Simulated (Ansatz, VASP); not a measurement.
CsAs3: VASP beside Ansatz

```
CELL_PARAMETERS angstrom
5.19362 0.00000 0.00000
0.00000 5.19362 0.00000
0.00000 0.00000 7.39986
ATOMIC_POSITIONS crystal
Cs 0.50000 0.50000 0.50000
As 0.00000 0.00000 0.70234
As 0.00000 0.00000 0.29766
As 0.00000 0.00000 0.00000
```

Alike in both runs: functional PBE; k mesh 4 × 4 × 4; occupations gaussian, width 0.1 eV; no spin polarisation.

Ansatz relaxed the structure, and its values are those at the end. VASP's run is a single point on that final structure, the one shown.

|  | VASP | Ansatz |
| --- | --- | --- |
| version | VASP 6.6.1 | Ansatz 0.2.0 |
| potentials or method | VASP PAW PBE potentials, release 64 (Cs_sv, As), cutoff 520 eV | scalar-relativistic, plane waves, PAW |
| valence electrons in the cell | 24 | 54 |

Ansatz gave:

| Item | Value |
| --- | --- |
| gap on the k mesh at the Fermi level (eV) | 0.34 |
| least direct gap on the mesh (eV) | 0.34 |
| pressure (GPa) | 0.0 |
| rms of the force components (eV/Å) | 0.002 |

Problem. Estimate VASP's values.

Solution. gap on the k mesh at the Fermi level (eV): 0.33; least direct gap on the mesh (eV): 0.33; pressure (GPa): 0.1; rms of the force components (eV/Å): 0.035.

VASP's potentials hold 24 valence electrons a cell and Ansatz's 54, so a difference there can come from the potentials and not from the codes.

Spin-orbit coupling is off throughout.
